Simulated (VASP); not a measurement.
# Be (Fm-3m) in VASP: a series of runs

Be is run at these levels: PBE; tasks: single point, relaxation of cell and atoms.

All numbers are computed with VASP 6.6.1; they aren't measurements. Logs are shortened: lines on timing, memory, paths and dates and some standing lists are left out, and cuts for length are marked.

## Step 1: The cell of the first run

The structure is cubic, space group Fm-3m (No. 225). The conventional cell has a = 2.381 Å, b = 2.381 Å, c = 2.381 Å, α = 90.00°, β = 90.00°, γ = 90.00°. Be (site symmetry m-3m) has 12 Be at 1.68 Å within 2.2 Å.

This isn't the form of Be at room conditions, which is hcp.

## Step 2: Single point, PBE

INCAR

```
PREC = Accurate
ENCUT = 520
EDIFF = 1E-7
ISMEAR = -1
SIGMA = 0.08
LREAL = False
LASPH = True
NELM = 60
ALGO = Normal
ISIF = 2
LWAVE = False
LCHARG = False
GGA = PE
NBANDS = 7
```

KPOINTS

```
Automatic mesh
0
Gamma
  27 27 27
```

POSCAR

```
Be
1.0
    0.0000000000      1.1904707108      1.1904707108
    1.1904707108      0.0000000000      1.1904707108
    1.1904707108      1.1904707108      0.0000000000
Be
1
Direct
    0.0000000000      0.0000000000      0.0000000000
```

Potentials or basis: VASP PAW PBE potentials, release 64 (Be).

The run is started by

```sh
cat potpaw_PBE.64/Be/POTCAR > POTCAR
mpirun -np 1 vasp_std > vasp.out
```

OUTCAR:

```text
PREC = Accurate
   ENCUT = 520
   EDIFF = 1E-7
   ISMEAR = -1
   LREAL = False
   LASPH = True
   NELM = 60
   ISIF = 2
   GGA = PE

 ion  position               nearest neighbor table
   1  0.000  0.000  0.000-

  LATTYP: Found a face centered cubic cell.
 ALAT       =     2.3809414216

  Lattice vectors:

 A1 = (   0.0000000000,   1.1904707108,   1.1904707108)
 A2 = (   1.1904707108,   0.0000000000,   1.1904707108)
 A3 = (   1.1904707108,   1.1904707108,   0.0000000000)

Analysis of symmetry for initial positions (statically):
=====================================================================
 Subroutine PRICEL returns:
 Original cell was already a primitive cell.

 Routine SETGRP: Setting up the symmetry group for a
 face centered cubic supercell.

 Subroutine GETGRP returns: Found 48 space group operations
 (whereof 48 operations were pure point group operations)
 out of a pool of 48 trial point group operations.

The static configuration has the point symmetry O_h .

Analysis of symmetry for dynamics (positions and initial velocities):
=====================================================================
 Subroutine PRICEL returns:
 Original cell was already a primitive cell.

 Routine SETGRP: Setting up the symmetry group for a
 face centered cubic supercell.

 Subroutine GETGRP returns: Found 48 space group operations
 (whereof 48 operations were pure point group operations)
 out of a pool of 48 trial point group operations.

The dynamic configuration has the point symmetry O_h .

 Subroutine INISYM returns: Found 48 space group operations
 (whereof 48 operations are pure point group operations),
 and found     1 'primitive' translations

----------------------------------------------------------------------------------------

                                     Primitive cell

  volume of cell :       3.3743

  direct lattice vectors                    reciprocal lattice vectors
     0.000000000  1.190470711  1.190470711    -0.420001933  0.420001933  0.420001933
     1.190470711  0.000000000  1.190470711     0.420001933 -0.420001933  0.420001933
     1.190470711  1.190470711  0.000000000     0.420001933  0.420001933 -0.420001933

  length of vectors
     1.683579825  1.683579825  1.683579825     0.727464688  0.727464688  0.727464688

  position of ions in fractional coordinates (direct lattice)
     0.000000000  0.000000000  0.000000000

  ion indices of the primitive-cell ions
   primitive index   ion index
                 1           1

----------------------------------------------------------------------------------------

 KPOINTS: Automatic mesh

Automatic generation of k-mesh.
 Grid dimensions read from file:
 generate k-points for:   27   27   27

 Generating k-lattice:

  Cartesian coordinates                     Fractional coordinates (reciprocal lattice)
    -0.015555627  0.015555627  0.015555627     0.037037037  0.000000000  0.000000000
     0.015555627 -0.015555627  0.015555627     0.000000000  0.037037037  0.000000000
     0.015555627  0.015555627 -0.015555627     0.000000000  0.000000000  0.037037037

  Length of vectors
     0.026943137  0.026943137  0.026943137

  Shift w.r.t. Gamma in fractional coordinates (k-lattice)
     0.000000000  0.000000000  0.000000000

 Subroutine IBZKPT returns following result:
 ===========================================

 Found    560 irreducible k-points:

 Following reciprocal coordinates:
            Coordinates               Weight
  0.000000  0.000000  0.000000      1.000000
  0.037037  0.000000  0.000000      8.000000
  0.074074  0.000000  0.000000      8.000000
  0.111111  0.000000  0.000000      8.000000
  0.148148  0.000000  0.000000      8.000000
  0.185185  0.000000  0.000000      8.000000
[... 16 lines left out ...]
  0.333333  0.037037  0.000000     24.000000
  0.370370  0.037037  0.000000     24.000000
 [... further k-points ...]
   k-points           NKPTS =    560   k-points in BZ     NKDIM =    560   number of bands    NBANDS=      7
   number of dos      NEDOS =    301   number of ions     NIONS =      1
   total plane-waves  NPLWV =   2744
   dimension x,y,z NGX =    14 NGY =   14 NGZ =   14
   dimension x,y,z NGXF=    28 NGYF=   28 NGZF=   28
   ions per type =               1
   NGX,Y,Z   is equivalent  to a cutoff of  13.82, 13.82, 13.82 a.u.
   NGXF,Y,Z  is equivalent  to a cutoff of  27.65, 27.65, 27.65 a.u.
 SYSTEM =  unknown system
   PREC   = accura    normal or accurate (medium, high low for compatibility)
   ISTART =      0    job   : 0-new  1-cont  2-samecut
   ICHARG =      2    charge: 1-file 2-atom 10-const
   ISPIN  =      1    spin polarized calculation?
   LNONCOLLINEAR =      F non collinear calculations
   LSORBIT =      F    spin-orbit coupling
   LASPH  =      T    aspherical Exc in radial PAW
   ENCUT  =  520.0 eV  38.22 Ry    6.18 a.u.   3.13  3.13  3.13*2*pi/ulx,y,z
   NELM   =     60;   NELMIN=  2; NELMDL= -5     # of ELM steps
   EDIFF  = 0.1E-06   stopping-criterion for ELM
   LREAL  =      F    real-space projection
   EDIFFG = 0.1E-05   stopping-criterion for IOM
   NSW    =      0    number of steps for IOM
   IBRION =     -1    ionic relax: 0-MD 1-quasi-New 2-CG
   NFREE  =      0    steps in history (QN), initial steepest desc. (CG)
   ISIF   =      2    stress and relaxation
   ISYM   =      2    0-nonsym 1-usesym 2-fastsym
   POTIM  = 0.5000    time-step for ionic-motion
   TEBEG  =    0.0;   TEEND  =   0.0 temperature during run
   PSTRESS=    0.0 pullay stress
   NELECT =       2.0000    total number of electrons
   NUPDOWN=      -1.0000    fix difference up-down
   EMIN   =  10.00;   EMAX   =-10.00  energy-range for DOS
   EFERMI =   0.00;   METHOD = LEGACY
   ISMEAR =    -1;   SIGMA  =   0.08  broadening in eV -4-tet -1-fermi 0-gaus
   EFERMI_NEDOS =   21; number of points for ismear=-14 and -15
   IALGO  =     38    algorithm
   IMIX   =      4    mixing-type and parameters
     AMIX     =   0.40;   BMIX     =  1.00
     AMIX_MAG =   1.60;   BMIX_MAG =  1.00
  volume/ion in A,a.u.               =       3.37        22.77
  Fermi-wavevector in a.u.,A,eV,Ry     =   1.375169  2.598693 25.729844  1.891090
  Thomas-Fermi vector in A             =   2.500529
   LORBIT       =      0    0 simple, 1 ext, 2 COOP (PROOUT), +10 PAW based schemes
   GGA     = PE    functional components
   LHFCALC =     F    Hartree Fock is set to
   AEXX    =    0.0000 exact exchange contribution
   IVDW    =     0    specifies the selected vdW correction
   LEPSILON=     F    determine dielectric tensor
   LRPA    =     F    only Hartree local field effects (RPA)
 non-spin polarized calculation
  energy-cutoff  :      520.00
  volume of cell :        3.37
 maximum number of plane-waves:        99
 NGX is ok and might be reduce to    14
   NGX =  7   NGY =  7   NGZ =  7

 number of electron       2.0000000 magnetization

 Free energy of the ion-electron system (eV)
  ---------------------------------------------------
  ext. energy  EPLUGINS =         0.00000000
  ---------------------------------------------------
  free energy    TOTEN  =        -0.52210587 eV

  energy without entropy =       -0.52136943  energy(sigma->0) =       -0.52173765

 E-fermi :  17.0988     XC(G=0): -13.7921

 val. band max:       17.0462720112   @ k =  -0.2963   0.4815   0.2222
 cond. band min:      17.2039357900   @ k =  -0.3333   0.4074   0.0741
 fundamental gap:      0.1576637789
 Fermi energy:        17.0988422293

 k-point     1 :       0.0000    0.0000    0.0000
  band No.  band energies     occupation
      1       0.8269      2.00000
      2      54.8653      0.00000
      3      54.8653      0.00000
      4      54.8653      0.00000
      5      67.3899      0.00000
      6      67.3899      0.00000
      7      67.3899      0.00000

 k-point     2 :       0.0370    0.0000    0.0000
  band No.  band energies     occupation
      1       0.8726      2.00000
      2      53.9573      0.00000
      3      54.6573      0.00000
      4      54.6573      0.00000
      5      66.1002      0.00000
      6      67.7487      0.00000
      7      67.7487      0.00000

 k-point     3 :       0.0741    0.0000    0.0000
  band No.  band energies     occupation
      1       1.0104      2.00000
      2      51.5223      0.00000
      3      54.1060      0.00000
      4      54.1060      0.00000
      5      65.2077      0.00000
      6      68.7245      0.00000
      7      68.7245      0.00000

 k-point     4 :       0.1111    0.0000    0.0000
  band No.  band energies     occupation
      1       1.2418      2.00000
      2      48.2425      0.00000
      3      53.3619      0.00000
      4      53.3619      0.00000
      5      65.2360      0.00000
      6      70.0475      0.00000
      7      70.0475      0.00000

 k-point     5 :       0.1481    0.0000    0.0000
  band No.  band energies     occupation
      1       1.5688      2.00000
      2      44.6672      0.00000
      3      52.5588      0.00000
      4      52.5588      0.00000
      5      65.8333      0.00000
      6      71.2223      0.00000
      7      71.2223      0.00000
[... 161 lines left out ...]
 k-point    22 :       0.2963    0.0370    0.0000
  band No.  band energies     occupation
      1       3.6493      2.00000
      2      32.2449      0.00000
      3      48.4976      0.00000
      4      51.5215      0.00000
      5      63.4896      0.00000
      6      69.3671      0.00000
      7      70.3188      0.00000

 k-point    23 :       0.3333    0.0370    0.0000
  band No.  band energies     occupation
      1       4.4061      2.00000
      2      29.3885      0.00000
      3      48.1956      0.00000
      4      50.9508      0.00000
      5      62.1886      0.00000
      6      67.6744      0.00000
      7      69.6483      0.00000

 k-point    24 :       0.3704    0.0370    0.0000
  band No.  band energies     occupation
      1       5.2095      2.00000
      2      26.8539      0.00000
      3      48.0424      0.00000
      4      50.4207      0.00000
      5      61.1024      0.00000
      6      66.1478      0.00000
      7      68.7783      0.00000

 [... further k-points ...]

------------------------ aborting loop because EDIFF is reached ----------------------------------------

  FORCE on cell =-STRESS in cart. coord.  units (eV):
  Direction    XX          YY          ZZ          XY          YZ          ZX
  --------------------------------------------------------------------------------------
  -------------------------------------------------------------------------------------
  Total        8.9139981      8.9139981      8.9139981     -0.0000000     -0.0000000      0.0000000
  in kB     4232.5001326   4232.5001326   4232.5001326     -0.0000000     -0.0000000      0.0000000
  external PRESSURE =    4232.5001326 kB  Pullay stress =       0.0000000 kB

 VOLUME and BASIS-vectors are now :
 -----------------------------------------------------------------------------
  energy-cutoff  :      520.00
  volume of cell :        3.37
      direct lattice vectors                 reciprocal lattice vectors
     0.000000000  1.190470711  1.190470711    -0.420001933  0.420001933  0.420001933
     1.190470711  0.000000000  1.190470711     0.420001933 -0.420001933  0.420001933
     1.190470711  1.190470711  0.000000000     0.420001933  0.420001933 -0.420001933

 POSITION                                       TOTAL-FORCE (eV/Angst)
 -----------------------------------------------------------------------------------
      0.00000      0.00000      0.00000         0.000000      0.000000      0.000000
 -----------------------------------------------------------------------------------
    total drift:                               -0.000000      0.000000     -0.000000

  FREE ENERGIE OF THE ION-ELECTRON SYSTEM (eV)
  ---------------------------------------------------
  free  energy   TOTEN  =        -0.5221058712 eV

  energy  without entropy=       -0.5213694277  energy(sigma->0) =       -0.52173765
```

Wall time 15 s (1 thread of Intel Xeon 8259CL, shared host); peak memory 0.12 GiB.

What came out:

```yaml
Free_energy: -0.5221 eV
Pressure: 423.3 GPa
Band_gap_on_the_k_mesh: zero (bands 1 and 2 overlap by 1.42 eV)
```

Levels at points of the mesh, in eV from the Fermi level:
| k point | band 1 | band 2 | band 3 | band 4 |
| --- | --- | --- | --- | --- |
| (0.00, 0.00, 0.00) | -16.27 | 37.77 | 37.77 | 37.77 |

Caveat: the cell stands under pressure.

## Step 3: Single point, PBE

INCAR

```
PREC = Accurate
ENCUT = 520
EDIFF = 1E-6
ISMEAR = -1
SIGMA = 0.08
LREAL = F
LASPH = T
NELM = 100
ALGO = Normal
ISIF = 2
LWAVE = F
LCHARG = F
GGA = PE
NBANDS = 7
```

KPOINTS is that of step 2.

POSCAR

```
Be
1.0
    0.0000000000      1.1901856385      1.1901856385
    1.1901856385      0.0000000000      1.1901856385
    1.1901856385      1.1901856385      0.0000000000
Be
1
Direct
    0.0000000000      0.0000000000      0.0000000000
```

Potentials or basis: VASP PAW PBE potentials, release 64 (Be).

The run is started by

```sh
cat potpaw_PBE.64/Be/POTCAR > POTCAR
mpirun -np 1 vasp_std > vasp.out
```

Run time: 13 s. Hardware: 1 thread of Intel Xeon 8259CL, shared host; peak memory 0.12 GiB.

The run converged. Its results:

```
Free energy            : -0.5157 eV
Pressure               : 424.1 GPa
Band gap on the k mesh : zero (bands 1 and 2 overlap by 1.42 eV)
```

Levels at points of the mesh, in eV from the Fermi level:
| k point | band 1 | band 2 | band 3 | band 4 | band 5 |
| --- | --- | --- | --- | --- | --- |
| (0.00, 0.00, 0.00) | -16.27 | 37.79 | 37.79 | 37.79 | 50.32 |

Caveat: the cell stands under pressure.

## Step 4: Relaxation of cell and atoms, PBE, target pressure 420 GPa, at which the enthalpy is minimised

INCAR

```
SYSTEM = Be
ALGO     = Normal         ! electronic algorithm
EDIFF    = 1E-6           ! SCF threshold, eV
EDIFFG   = -0.005         ! ionic threshold
ENCUT    = 600            ! plane-wave cutoff, eV
GGA      = PE             ! functional
IBRION   = 2              ! ionic algorithm
ISIF     = 3              ! what is computed and relaxed
ISMEAR   = -1             ! smearing method
LASPH    = .True.         ! aspherical terms in the spheres
LCHARG   = .False.        ! write CHGCAR
LREAL    = .False.        ! projectors in reciprocal space
LWAVE    = .False.        ! write WAVECAR
NELM     = 80             ! most SCF steps
NSW      = 60             ! ionic steps
PREC     = Accurate       ! precision mode
PSTRESS  = 4200.0       
SIGMA    = 0.08           ! smearing width, eV
```

KPOINTS

```
k-points
0
Gamma
  27 27 27
  0 0 0
```

POSCAR

```
Be
1.0
    0.0000000000      1.1908837130      1.1908837130
    1.1908837130      0.0000000000      1.1908837130
    1.1908837130      1.1908837130      0.0000000000
Be
1
Direct
    0.0000000000      0.0000000000      0.0000000000
```

Potentials or basis: VASP PAW PBE potentials, release 64 (Be).

The run is started by

```sh
cat potpaw_PBE.64/Be/POTCAR > POTCAR
mpirun -np 1 vasp_std > vasp.out
```

OUTCAR:

```text
SYSTEM = Be
   EDIFF = 1E-6
   EDIFFG = -0.005
   ENCUT = 600
   GGA = PE
   IBRION = 2
   ISIF = 3
   ISMEAR = -1
   LASPH = .True.
   LREAL = .False.
   NELM = 80
   NSW = 60
   PREC = Accurate
   PSTRESS = 4200.0

 ion  position               nearest neighbor table
   1  0.000  0.000  0.000-

  LATTYP: Found a face centered cubic cell.
 ALAT       =     2.3817674260

  Lattice vectors:

 A1 = (   0.0000000000,   1.1908837130,   1.1908837130)
 A2 = (   1.1908837130,   0.0000000000,   1.1908837130)
 A3 = (   1.1908837130,   1.1908837130,   0.0000000000)

Analysis of symmetry for initial positions (statically):
=====================================================================
 Subroutine PRICEL returns:
 Original cell was already a primitive cell.
[... 249 lines left out ...]
  free energy    TOTEN  =        -0.54581430 eV

  energy without entropy =       -0.54507645  energy(sigma->0) =       -0.54544538

 E-fermi :  17.0602     XC(G=0): -13.7808

 val. band max:       17.0073950757   @ k =  -0.2963   0.4815   0.2222
 cond. band min:      17.1657166160   @ k =  -0.3333   0.4074   0.0741
 fundamental gap:      0.1583215403
 Fermi energy:        17.0601588671

 k-point     1 :       0.0000    0.0000    0.0000
  band No.  band energies     occupation
      1       0.7970      2.00000
      2      54.7501      0.00000
      3      54.7501      0.00000
      4      54.7501      0.00000
      5      67.2636      0.00000
[... 177 lines left out ...]
 k-point    24 :       0.3704    0.0370    0.0000
  band No.  band energies     occupation
      1       5.1856      2.00000
      2      26.7880      0.00000
      3      47.9424      0.00000
      4      50.3143      0.00000
      5      60.9885      0.00000

 [... further k-points ...]

------------------------ aborting loop because EDIFF is reached ----------------------------------------

  FORCE on cell =-STRESS in cart. coord.  units (eV):
  Direction    XX          YY          ZZ          XY          YZ          ZX
  --------------------------------------------------------------------------------------
  -------------------------------------------------------------------------------------
  Total        8.8702441      8.8702441      8.8702441      0.0000000      0.0000000     -0.0000000
  in kB     4200.5377754   4200.5377754   4200.5377754      0.0000000      0.0000000     -0.0000000
  external PRESSURE =       0.5377754 kB  Pullay stress =    4200.0000000 kB
[... 20 lines left out ...]
  energy  without entropy=       -0.5450764513  energy(sigma->0) =       -0.54544538

  enthalpy is  TOTEN    =         8.3232941948 eV   P V=        8.8691084943

 reached required accuracy - stopping structural energy minimisation
```

Wall time 16 s (1 thread of Intel Xeon 8259CL, shared host); peak memory 0.12 GiB.

What came out:

- Free energy: -0.5458 eV
- Relaxed volume: 3.38 Å³/atom
- Relaxed cell: a = 1.685 Å, b = 1.685 Å, c = 1.685 Å, α = 60.00°, β = 60.00°, γ = 60.00°
- Space group after relaxing (to 0.1 Å): Fm-3m (No. 225)
- Energy change on relaxing (the run minimises the enthalpy): -14.4 meV/atom
- Ionic steps: 3
- Pressure after relaxing: 420.1 GPa
- Band gap on the k mesh: zero (bands 1 and 2 overlap by 1.42 eV)

Step by step:
| step | energy change (eV) | largest force (eV/Å) | pressure (GPa) | volume (Å³) |
| --- | --- | --- | --- | --- |
| 1 | 0.0000 | 0.0000 | 422.01 | 3.38 |
| 2 | -0.0541 | 0.0000 | 414.72 | 3.40 |
| 3 | -0.0144 | 0.0000 | 420.05 | 3.38 |

Final structure:
```
CELL_PARAMETERS angstrom
0.00000 1.19153 1.19153
1.19153 0.00000 1.19153
1.19153 1.19153 0.00000
ATOMIC_POSITIONS crystal
Be 0.00000 0.00000 0.00000
```

Levels at points of the mesh, in eV from the Fermi level:
| k point | band 1 | band 2 | band 3 | band 4 |
| --- | --- | --- | --- | --- |
| (0.00, 0.00, 0.00) | -16.26 | 37.69 | 37.69 | 37.69 |

Caveat: the cell is relaxed towards a set pressure, so the run minimises the enthalpy, not the energy.

(Part 1 of 2 ends here.)
